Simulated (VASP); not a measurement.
# Sn (Immm) in VASP: single point with PBE

Aim: the single point of Sn with PBE.

All numbers are computed with VASP 6.6.1; they aren't measurements. Logs are shortened: lines on timing, memory, paths and dates and some standing lists are left out, and cuts for length are marked.

## Step 1: The cell of the first run

The typed cell holds 1 atom: a = 3.325 Å, b = 3.325 Å, c = 3.325 Å, α = 117.77°, β = 105.41°, γ = 105.56°.

## Step 2: Single point, PBE

INCAR

```
SYSTEM = Sn
PREC     = Accurate       ! precision mode
ENCUT    = 520            ! plane-wave cutoff, eV
EDIFF    = 1E-6           ! SCF threshold, eV
ISMEAR   = 0              ! smearing method
SIGMA    = 0.1            ! smearing width, eV
LREAL    = .FALSE.        ! projectors in reciprocal space
LASPH    = .TRUE.         ! aspherical terms in the spheres
NELM     = 80             ! most SCF steps
ALGO     = Fast           ! electronic algorithm
ISIF     = 2              ! what is computed and relaxed
LWAVE    = .FALSE.        ! write WAVECAR
LCHARG   = .TRUE.         ! write CHGCAR
GGA      = PE             ! functional
LELF     = .TRUE.         ! ELF
LVHAR    = .TRUE.       
NBANDS   = 13             ! bands
```

KPOINTS

```
regular mesh
0
G
  16 16 16
  0 0 0
```

POSCAR

```
Sn
1.0
   -1.7180208286      2.0146003178      2.0110077541
    1.7180208286     -2.0146003178      2.0110077541
    1.7180208286      2.0146003178     -2.0110077541
Sn
1
Direct
    0.0000000000      0.0000000000      0.0000000000
```

Potentials or basis: VASP PAW PBE potentials, release 64 (Sn_d).

The run is started by

```console
> cat potpaw_PBE.64/Sn_d/POTCAR > POTCAR
> mpirun -np 1 vasp_std > vasp.out
```

OUTCAR:

```text
SYSTEM = Sn
   PREC = Accurate
   ENCUT = 520
   EDIFF = 1E-6
   ISMEAR = 0
   LREAL = .FALSE.
   LASPH = .TRUE.
   NELM = 80
   ISIF = 2
   GGA = PE

 ion  position               nearest neighbor table
   1  0.000  0.000  0.000-

  LATTYP: Found a body centered orthorhombic cell.
 ALAT       =     3.4360416572
 B/A-ratio  =     1.1705374700
 C/A-ratio  =     1.1726285760

  Lattice vectors:

 A1 = (  -1.7180208286,  -2.0146003178,   2.0110077541)
 A2 = (   1.7180208286,  -2.0146003178,  -2.0110077541)
 A3 = (   1.7180208286,   2.0146003178,   2.0110077541)

Analysis of symmetry for initial positions (statically):
=====================================================================
 Subroutine PRICEL returns:
 Original cell was already a primitive cell.

 Routine SETGRP: Setting up the symmetry group for a
 body centered orthorhombic supercell.

 Subroutine GETGRP returns: Found  8 space group operations
 (whereof  8 operations were pure point group operations)
 out of a pool of  8 trial point group operations.

The static configuration has the point symmetry D_2h.

Analysis of symmetry for dynamics (positions and initial velocities):
=====================================================================
 Subroutine PRICEL returns:
 Original cell was already a primitive cell.

 Routine SETGRP: Setting up the symmetry group for a
 body centered orthorhombic supercell.

 Subroutine GETGRP returns: Found  8 space group operations
 (whereof  8 operations were pure point group operations)
 out of a pool of  8 trial point group operations.

The dynamic configuration has the point symmetry D_2h.

 Subroutine INISYM returns: Found  8 space group operations
 (whereof  8 operations are pure point group operations),
 and found     1 'primitive' translations

----------------------------------------------------------------------------------------

                                     Primitive cell

  volume of cell :      27.8414

  direct lattice vectors                    reciprocal lattice vectors
    -1.718020829  2.014600318  2.011007754     0.000000000  0.248188187  0.248631562
     1.718020829 -2.014600318  2.011007754     0.291032560  0.000000000  0.248631562
     1.718020829  2.014600318 -2.011007754     0.291032560  0.248188187  0.000000000

  length of vectors
     3.324810099  3.324810099  3.324810099     0.351304754  0.382776181  0.382488336

  position of ions in fractional coordinates (direct lattice)
     0.000000000  0.000000000  0.000000000

  ion indices of the primitive-cell ions
   primitive index   ion index
                 1           1

----------------------------------------------------------------------------------------
[... 79 lines left out ...]
   TEBEG  =    0.0;   TEEND  =   0.0 temperature during run
   PSTRESS=    0.0 pullay stress
   NELECT =      14.0000    total number of electrons
   NUPDOWN=      -1.0000    fix difference up-down
   EMIN   =  10.00;   EMAX   =-10.00  energy-range for DOS
   EFERMI =   0.00;   METHOD = LEGACY
   ISMEAR =     0;   SIGMA  =   0.10  broadening in eV -4-tet -1-fermi 0-gaus
   EFERMI_NEDOS =   21; number of points for ismear=-14 and -15
   IALGO  =     68    algorithm
   IMIX   =      4    mixing-type and parameters
     AMIX     =   0.40;   BMIX     =  1.00
     AMIX_MAG =   1.60;   BMIX_MAG =  1.00
  volume/ion in A,a.u.               =      27.84       187.88
  Fermi-wavevector in a.u.,A,eV,Ry     =   1.301829  2.460099 23.058580  1.694758
  Thomas-Fermi vector in A             =   2.432937
   LORBIT       =      0    0 simple, 1 ext, 2 COOP (PROOUT), +10 PAW based schemes
   GGA     = PE    functional components
   LHFCALC =     F    Hartree Fock is set to
   AEXX    =    0.0000 exact exchange contribution
   IVDW    =     0    specifies the selected vdW correction
   LEPSILON=     F    determine dielectric tensor
   LRPA    =     F    only Hartree local field effects (RPA)
 non-spin polarized calculation
 RMM-DIIS sequential band-by-band and
 Gauss-broadening in eV      SIGMA  =   0.10
  energy-cutoff  :      520.00
  volume of cell :       27.84
 maximum number of plane-waves:       767
 NGX is ok and might be reduce to    28
   NGX = 13   NGY = 13   NGZ = 13

 number of electron      14.0000005 magnetization

 Free energy of the ion-electron system (eV)
  ---------------------------------------------------
  ext. energy  EPLUGINS =         0.00000000
  ---------------------------------------------------
  free energy    TOTEN  =        -3.78553679 eV

  energy without entropy =       -3.78324337  energy(sigma->0) =       -3.78439008

 E-fermi :   7.7957     XC(G=0): -10.2487

 val. band max:        7.7877901324   @ k =   0.1875   0.3125   0.1875
 cond. band min:       7.7972233192   @ k =   0.3125   0.3125   0.1875
 fundamental gap:      0.0094331868
 Fermi energy:         7.7956618571

 k-point     1 :       0.0000    0.0000    0.0000
  band No.  band energies     occupation
      1     -13.7723      2.00000
      2     -13.7164      2.00000
      3     -13.7160      2.00000
      4     -13.6741      2.00000
      5     -13.5984      2.00000
      6      -3.1272      2.00000
      7      14.7646      0.00000
      8      14.7670      0.00000
      9      16.5218      0.00000
     10      18.4063      0.00000
     11      19.6014      0.00000
     12      19.9594      0.00000
     13      19.9874      0.00000
[... 354 lines left out ...]
  band No.  band energies     occupation
      1     -13.7630      2.00000
      2     -13.7170      2.00000
      3     -13.7021      2.00000
      4     -13.6743      2.00000
      5     -13.6030      2.00000
      6      -2.8891      2.00000
      7      12.9701      0.00000
      8      14.5154      0.00000
      9      15.4460      0.00000
     10      18.5636      0.00000
     11      19.0486      0.00000
     12      19.5839      0.00000
     13      20.9817      0.00000

 [... further k-points ...]
[... 5 lines left out ...]
  --------------------------------------------------------------------------------------
  -------------------------------------------------------------------------------------
  Total       -0.0020810     -0.0037324      0.0014917      0.0000000      0.0000000     -0.0000000
  in kB       -0.1197562     -0.2147878      0.0858437      0.0000000      0.0000000     -0.0000000
  external PRESSURE =      -0.0829001 kB  Pullay stress =       0.0000000 kB

 VOLUME and BASIS-vectors are now :
 -----------------------------------------------------------------------------
  energy-cutoff  :      520.00
  volume of cell :       27.84
      direct lattice vectors                 reciprocal lattice vectors
    -1.718020829  2.014600318  2.011007754     0.000000000  0.248188187  0.248631562
     1.718020829 -2.014600318  2.011007754     0.291032560  0.000000000  0.248631562
     1.718020829  2.014600318 -2.011007754     0.291032560  0.248188187  0.000000000

 POSITION                                       TOTAL-FORCE (eV/Angst)
 -----------------------------------------------------------------------------------
      0.00000      0.00000      0.00000        -0.000000      0.000000      0.000000
 -----------------------------------------------------------------------------------
    total drift:                                0.000000     -0.000000      0.000000

  FREE ENERGIE OF THE ION-ELECTRON SYSTEM (eV)
  ---------------------------------------------------
  free  energy   TOTEN  =        -3.7855367937 eV

  energy  without entropy=       -3.7832433674  energy(sigma->0) =       -3.78439008
```

Wall time 3.2 min (1 thread of AMD EPYC 7R13 (Zen 3), shared host); peak memory 0.29 GiB.

What came out:

* Free energy: -3.7855 eV
* Pressure: 0.0 GPa
* Band gap on the k mesh: zero (bands 7 and 8 overlap by 9.16 eV)

Levels at points of the mesh, in eV from the Fermi level:
| k point | band 5 | band 6 | band 7 | band 8 | band 9 | band 10 |
| --- | --- | --- | --- | --- | --- | --- |
| (0.00, 0.00, 0.00) | -21.39 | -10.92 | 6.97 | 6.97 | 8.73 | 10.61 |
| (0.50, 0.00, 0.00) | -21.35 | -7.06 | -4.55 | 5.13 | 7.18 | 9.64 |
| (0.00, 0.50, 0.00) | -21.34 | -5.93 | -4.13 | 3.06 | 4.46 | 7.18 |
| (0.50, 0.50, 0.00) | -21.34 | -5.94 | -4.14 | 3.08 | 4.49 | 7.21 |
| (0.50, 0.50, 0.50) | -21.34 | -3.19 | -1.35 | -1.32 | 1.78 | 3.20 |

Caveat: spin-orbit coupling is left out, which moves the levels of the heavy elements.
